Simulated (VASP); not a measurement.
## AlNi: single point with PBE

AlNi:

```xyz
2
Lattice="2.0122 -2.0122 0.0000 2.0122 2.0122 0.0000 0.0000 0.0000 2.9011" Properties=species:S:1:pos:R:3 pbc="T T T"
Al    0.0000    0.0000    0.0000
Ni    2.0122    0.0000    1.4506
```

This cell differs from its parent crystal: strain -0.0150 x Voigt [1, 1, 0, 0, 0, 0].

```yaml
Program: VASP 6.6.1
Task: single point
Functional: PBE
Potentials_or_basis: VASP PAW PBE potentials, release 64 (Al, Ni)
Cutoff: 520 eV
k_mesh: 20 × 20 × 20
Occupations: gaussian, width 0.15 eV
Spin: no spin polarisation
```

| Item | Value |
| --- | --- |
| Pressure | 5.1 GPa |

Stress tensor (GPa, compression positive):
```
5.54 0.00 0.00
0.00 5.54 0.00
0.00 0.00 4.11
```

Levels at points of the mesh, in eV from the Fermi level:
```
           k point  band 4  band 5  band 6  band 7  band 8  band 9  band 10  band 11
(0.00, 0.00, 0.00)   -1.59   -1.59   -1.54    5.12    5.81    5.81     8.09     8.26
(0.50, 0.00, 0.00)   -2.37   -2.26   -1.50   -0.60    8.29    9.71    10.36    10.75
(0.50, 0.50, 0.00)   -2.84   -2.18   -2.18   -1.00    1.64    2.67    12.16    15.01
(0.00, 0.00, 0.50)   -2.26   -2.26   -1.46   -0.75    8.31   10.28    10.28    11.12
(0.50, 0.00, 0.50)   -2.92   -2.10   -2.08   -1.05    1.46    2.50    12.64    15.32
(0.50, 0.50, 0.50)   -1.03   -0.98    1.97    2.01    2.01    3.85     4.45     4.45
```

It took 110 s on 1 thread of Intel(R) Xeon(R) Platinum 8488C (Sapphire Rapids) (shared host), peak memory 0.35 GiB.

Caveat: the cell differs from its parent crystal (strain -0.0150 x Voigt [1, 1, 0, 0, 0, 0]). Spin polarisation is off, so any magnetic state and its effect on volume and gap are missing.
